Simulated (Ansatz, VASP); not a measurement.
## ReS: VASP beside Ansatz

INCAR

```
PREC = Accurate
ENCUT = 500
EDIFF = 1E-7
ISMEAR = 0
SIGMA = 0.1
LREAL = F
LASPH = T
NELM = 120
ALGO = Normal
ISIF = 3
LWAVE = F
LCHARG = F
GGA = PS
IBRION = 2
NSW = 100
EDIFFG = -0.05
GGA_COMPAT = F
NELMIN = 4
```

KPOINTS

```
regular mesh
0
Gamma
  8 8 8
```

Contents of POSCAR:

```
ReS
1.0
    0.0000000000      2.5152718246      2.5152718246
    2.5152718246      0.0000000000      2.5152718246
    2.5152718246      2.5152718246      0.0000000000
Re S
1 1
Direct
    0.0000000000      0.0000000000      0.0000000000
    0.2500000000      0.2500000000      0.2500000000
```

Input for Ansatz:

```yaml
crystal:
  lattice:
    - [0.0, 2.5152718246, 2.5152718246]
    - [2.5152718246, 0.0, 2.5152718246]
    - [2.5152718246, 2.5152718246, 0.0]
  atoms:
    - { symbol: Re, position: [0.0, 0.0, 0.0] }
    - { symbol: S, position: [0.25, 0.25, 0.25] }
basis:
  ecutwfc: 420
kpoints:
  mp_grid: { grid: [8, 8, 8] }
hamiltonian:
  xc: pbesol
scf:
  occupations: { method: gaussian, width: 0.1 }
output:
  forces: true
  stress: true
  eigenvalues: true
relax:
  adjacent_minimum: "off"
  f_tol: 0.05
  max_steps: 80
  cell: { stress_tol: 0.5 }
```

Alike in both runs: task relaxation of cell and atoms; functional PBEsol; k mesh 8 × 8 × 8; occupations gaussian, width 0.1 eV; no spin polarisation.

|  | VASP | Ansatz |
| --- | --- | --- |
| version | VASP 6.6.1 | Ansatz 0.2.0 |
| potentials or method | VASP PAW PBE potentials, release 64 (Re_sv_GW, S), cutoff 500 eV | scalar-relativistic, plane waves, PAW |
| valence electrons in the cell | 21 | 21 |

|  | VASP | Ansatz | Ansatz less VASP |
| --- | --- | --- | --- |
| gap on the k mesh at the Fermi level, each at its own relaxed structure (eV) | none | none | - |
| relaxed volume (Å³/atom) | 17.33 | 17.42 | +0.096 |
| relaxed cell length with the largest relative difference (Å) | 3.660 | 3.666 | +0.0067 |

VASP's potentials were made for PBE, not for PBEsol. A gap of «none» marks a metal or a gap that the smearing closes.

Neither program's run includes spin-orbit coupling.
